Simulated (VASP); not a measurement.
# Ru (P6_3/mmc) in VASP: settings compared, part 2 of 2

VASP 6.6.1. Earlier steps stand in the parts before.

### Step 4. Single point, PBEsol+D4

This run uses another cell than the first one, of 13.19 Å³/atom, 1.012 times its volume.

The input, INCAR:

```
SYSTEM = Ru
  ALGO = Normal
  EDIFF = 1E-6
  ENCUT = 520
  GGA = PS
  ISIF = 2
  ISMEAR = -1
  IVDW = 13
  LASPH = .True.
  LCHARG = .False.
  LREAL = .False.
  LWAVE = .False.
  NBANDS = 21
  NELM = 100
  PREC = Accurate
  SIGMA = 0.05
```

The input, KPOINTS:

```
k-points
0
Gamma
  11 11 6
  0 0 0
```

The input, POSCAR:

```
Ru
1.0
    2.6799809078      0.0000000000      0.0000000000
   -1.3399904539      2.3209315478      0.0000000000
    0.0000000000      0.0000000000      4.2416696320
Ru
2
Direct
    0.6666666667      0.3333333333      0.7500000000
    0.3333333333      0.6666666667      0.2500000000
```

Run with:

```sh
cat potpaw_PBE.64/Ru_pv/POTCAR > POTCAR
mpirun -np 1 vasp_std > vasp.out
```

It took 14 s on 1 thread of Intel Xeon 6975P-C (Granite Rapids), shared host; peak memory 0.15 GiB.

Results (log left out):

```
Free energy                : -20.9609 eV
Pressure                   : 0.0 GPa
Band gap on the k mesh     : zero (band 14 reaches 14.81 eV, above the bottom of band 15 at 11.59 eV)
Dispersion energy per atom : -0.313 eV
```

Levels at points of the mesh, in eV from the Fermi level:
```csv
k point,band 11,band 12,band 13,band 14,band 15,band 16,band 17,band 18
"(0.00, 0.00, 0.00)",-2.47,-1.93,-1.93,-1.38,-1.38,1.32,1.32,1.34
"(0.00, 0.00, 0.50)",-2.82,-2.82,-2.76,-2.76,0.66,0.66,0.66,0.66
```

Caveat: the PAW data sets were made with another functional, which shifts forces and pressure a little; pairwise dispersion overbinds metals, which lowers pressure and volume.

### Step 5. Single point, LDA

This run uses another cell than the first one, of 13.09 Å³/atom, 1.005 times its volume.

The input, INCAR:

```
ALGO = Normal ; EDIFF = 1E-6
ENCUT = 520 ; GGA = CA
ISIF = 2 ; ISMEAR = -1
LASPH = T ; LCHARG = T
LELF = T ; LREAL = F
LVHAR = T ; LWAVE = F
NBANDS = 21 ; NELM = 60
PREC = Accurate ; SIGMA = 0.05
```

The input, KPOINTS:

```
k-points
0
Gamma
  11 11 6
```

The input, POSCAR:

```
Ru
1.0
    2.6737459979      0.0000000000      0.0000000000
   -1.3368729990      2.3155319575      0.0000000000
    0.0000000000      0.0000000000      4.2299595736
Ru
2
Direct
    0.6666666667      0.3333333333      0.7500000000
    0.3333333333      0.6666666667      0.2500000000
```

Potentials or basis: VASP PAW LDA potentials, release 64 (Ru_pv).

Run with:

```sh
cat potpaw_LDA.64/Ru_pv/POTCAR > POTCAR
mpirun -np 1 vasp_std > vasp.out
```

OUTCAR:

```text
EDIFF = 1E-6
   ENCUT = 520
   GGA = CA
   ISIF = 2
   ISMEAR = -1
   LASPH = T
   LREAL = F
   NELM = 60
   PREC = Accurate

 ion  position               nearest neighbor table
   1  0.667  0.333  0.750-   2 2.62   2 2.62   2 2.62   2 2.62   2 2.62   2 2.62
   2  0.333  0.667  0.250-   1 2.62   1 2.62   1 2.62   1 2.62   1 2.62   1 2.62

  LATTYP: Found a hexagonal cell.
 ALAT       =     2.6737459979
 C/A-ratio  =     1.5820349341

  Lattice vectors:

[... 190 lines left out ...]
      2     -29.1651      2.00000
      3     -29.1651      2.00000
      4     -28.9715      2.00000
      5     -28.9715      2.00000
      6     -28.9243      2.00000
[... 565 lines left out ...]
     20      23.3166      0.00000
     21      25.4566      0.00000

 [... further k-points ...]
[... 5 lines left out ...]
  --------------------------------------------------------------------------------------
  -------------------------------------------------------------------------------------
  Total        0.1286663      0.1286663      0.1561990     -0.0000000      0.0000000      0.0000000
  in kB        7.8716931      7.8716931      9.5561207     -0.0000000      0.0000000      0.0000000
  external PRESSURE =       8.4331689 kB  Pullay stress =       0.0000000 kB

 VOLUME and BASIS-vectors are now :
 -----------------------------------------------------------------------------
  energy-cutoff  :      520.00
  volume of cell :       26.19
      direct lattice vectors                 reciprocal lattice vectors
     2.673745998  0.000000000  0.000000000     0.374007105  0.215933103  0.000000000
    -1.336872999  2.315531958  0.000000000     0.000000000  0.431866205  0.000000000
     0.000000000  0.000000000  4.229959574     0.000000000  0.000000000  0.236408879

 POSITION                                       TOTAL-FORCE (eV/Angst)
 -----------------------------------------------------------------------------------
      1.33687      0.77184      3.17247         0.000000      0.000000      0.000000
     -0.00000      1.54369      1.05749        -0.000000     -0.000000      0.000000
 -----------------------------------------------------------------------------------
    total drift:                               -0.000000      0.000000     -0.000000

  FREE ENERGIE OF THE ION-ELECTRON SYSTEM (eV)
  ---------------------------------------------------
  free  energy   TOTEN  =       -21.3862143330 eV

  energy  without entropy=      -21.3702648745  energy(sigma->0) =      -21.37823960
```

Wall time 13 s (1 thread of Intel Xeon 6975P-C (Granite Rapids), shared host); peak memory 0.14 GiB.

Results:

* Free energy: -21.3862 eV
* Pressure: 0.8 GPa
* Band gap on the k mesh: zero (band 14 reaches 14.97 eV, above the bottom of band 15 at 11.70 eV)

### Step 6. Overview

| level | potentials or basis | cell | k mesh | grid for exact exchange (PRECFOCK) | gap on the mesh (eV) | pressure (GPa) |
| --- | --- | --- | --- | --- | --- | --- |
| B3LYP5 | VASP PAW PBE potentials, release 64 (Ru_pv) | a = 2.669, b = 2.669, c = 4.224 Å, angles 90.0, 90.0, 120.0°, 2 atoms | 6 × 6 × 3 | Normal | none | 23.1 |
| PBEsol+D3(BJ) | VASP PAW PBE potentials, release 64 (Ru_pv) | a = 2.670, b = 2.670, c = 4.227 Å, angles 90.0, 90.0, 120.0°, 2 atoms | 11 × 11 × 6 | - | none | 0.0 |
| PBEsol+D4 | VASP PAW PBE potentials, release 64 (Ru_pv) | a = 2.680, b = 2.680, c = 4.242 Å, angles 90.0, 90.0, 120.0°, 2 atoms | 11 × 11 × 6 | - | none | 0.0 |
| LDA | VASP PAW LDA potentials, release 64 (Ru_pv) | a = 2.674, b = 2.674, c = 4.230 Å, angles 90.0, 90.0, 120.0°, 2 atoms | 11 × 11 × 6 | - | none | 0.8 |

Alike in all rows: task single point; no spin polarisation; cutoff (eV) 520; smearing fermi-dirac 0.05 eV.

Caveats: some runs use coarse meshes; the PAW data sets were made with another functional, which shifts forces and pressure a little (some runs); pairwise dispersion overbinds metals, which lowers pressure and volume (some runs).

Total energies depend on the potentials used, so only differences within one code and one set of settings carry meaning.
